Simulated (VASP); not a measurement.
Set up this calculation in VASP 6.6.1, as the native input.

```yaml
Task: single point
Functional: LDA
Potentials_or_basis: VASP PAW LDA potentials, release 64 (Tl_d, Ni, F)
Cutoff: 520 eV
k_mesh: 4 × 4 × 4
Occupations: gaussian, width 0.05 eV
Spin: collinear spin, ferromagnetic start
Starting_moments: "[0.0, 1.5, 0.0, 0.0, 0.0] μB"
Dipole_correction: no
Further_INCAR_settings: ALGO = Normal; EDIFF = 1e-06; NBANDS = 34
```

The structure of TlNiF3 lies in POSCAR:

```
TlNiF3
1.0
    3.9843224791      0.0000000000      0.0000000000
    0.0000000000      3.9843224791      0.0000000000
    0.0000000000      0.0000000000      3.9843224791
Tl Ni F
1 1 3
Direct
    0.5000000000      0.5000000000      0.5000000000
    0.0000000000      0.0000000000      0.0000000000
    0.5000000000      0.0000000000      0.0000000000
    0.0000000000      0.5000000000      0.0000000000
    0.0000000000      0.0000000000      0.5000000000
```

The input as run:

INCAR

```
PREC = Accurate
ENCUT = 520
EDIFF = 1E-6
ISMEAR = 0
SIGMA = 0.05
LREAL = False
LASPH = True
NELM = 150
ALGO = Normal
ISIF = 2
LWAVE = False
LCHARG = False
ISPIN = 2
MAGMOM = 0 1.5 0 0 0
LORBIT = 11
LMAXMIX = 4
GGA = CA
NBANDS = 34
```

KPOINTS

```
regular mesh
0
Gamma
  4 4 4
```

Potentials or basis: VASP PAW LDA potentials, release 64 (Tl_d, Ni, F).

Launch:

```sh
$ cat potpaw_LDA.64/Tl_d/POTCAR potpaw_LDA.64/Ni/POTCAR potpaw_LDA.64/F/POTCAR > POTCAR
$ mpirun -np 1 vasp_std > vasp.out
```

Results of the run:

```json
{"Pressure": "-0.1 GPa", "Net moment": "1.66 μB per cell", "Site moments": "Tl +0.00; Ni +1.43; F +0.07 μB", "Valence electrons inside the program's atomic spheres": "Tl 11.14; Ni 8.92; F 6.05"}
```

Caveat: the k points lie up to 0.39 Å⁻¹ apart; a cell with one magnetic atom can't hold antiferromagnetic order, which such compounds often take.

It took 25 s on 1 thread of AMD EPYC 9R45 96-Core Processor (Zen 5) (shared host), peak memory 0.15 GiB.
